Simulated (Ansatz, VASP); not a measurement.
## CoO in VASP and in Ansatz

The input INCAR:

```
SYSTEM = CoO
PREC = Accurate
ENCUT = 520
EDIFF = 1E-6
ISMEAR = 0
SIGMA = 0.15
LREAL = .False.
LASPH = .True.
NELM = 150
ALGO = Normal
ISIF = 2
LWAVE = .False.
LCHARG = .True.
ISPIN = 2
MAGMOM = 2.7 0.34
LORBIT = 11
LMAXMIX = 4
GGA = PE
LELF = .True.
LVHAR = .True.
NBANDS = 18
```

KPOINTS

```
Automatic mesh
0
Gamma
  12 12 12
  0 0 0
```

File POSCAR:

```
CoO
1.0
    1.5453433643      0.8922044074      2.2984937146
   -1.5453433643      0.8922044074      2.2984937146
    0.0000000000     -1.7844088148      2.2984937146
Co O
1 1
Direct
    0.0000000000      0.0000000000      0.0000000000
    0.5000000000      0.5000000000      0.5000000000
```

Input for Ansatz:

```yaml
crystal:
  lattice:
    - [1.5453433643, 0.8922044074, 2.2984937146]
    - [-1.5453433643, 0.8922044074, 2.2984937146]
    - [0.0, -1.7844088148, 2.2984937146]
  atoms:
    - { symbol: Co, position: [0.0, 0.0, 0.0], spin: 2.7 }
    - { symbol: O, position: [0.5, 0.5, 0.5], spin: 0.34 }
basis:
  ecutwfc: 420
kpoints:
  mp_grid: { grid: [12, 12, 12] }
hamiltonian:
  xc: pbe
scf:
  occupations: { method: gaussian, width: 0.15 }
output:
  forces: true
  stress: true
  eigenvalues: true
  populations: true
magnetization:
  spin_polarized: true
```

Alike in both runs: task single point; functional PBE; k mesh 12 × 12 × 12; occupations gaussian, width 0.15 eV; collinear spin.

|  | VASP | Ansatz |
| --- | --- | --- |
| version | VASP 6.6.1 | Ansatz 0.2.0 |
| potentials or method | VASP PAW PBE potentials, release 64 (Co, O), cutoff 520 eV | scalar-relativistic, plane waves, PAW |
| valence electrons in the cell | 15 | 23 |

```csv
,VASP,Ansatz,Ansatz less VASP
gap on the k mesh at the Fermi level (eV),none,none,-
pressure (GPa),-0.6,0.0,+0.62
"traceless stress, the component that is largest in VASP (GPa)",0.44,0.27,-0.173
net moment per atom (μB),1.42,1.43,+0.019
size of the moment on the site where the two differ most (μB),2.50,2.45,-0.054
```

Site moments also hang on the region over which each program counts them. A gap of «none» marks a metal or a gap that the smearing closes. VASP's potentials hold 15 valence electrons a cell and Ansatz's 23, so a difference there can come from the potentials and not from the codes.
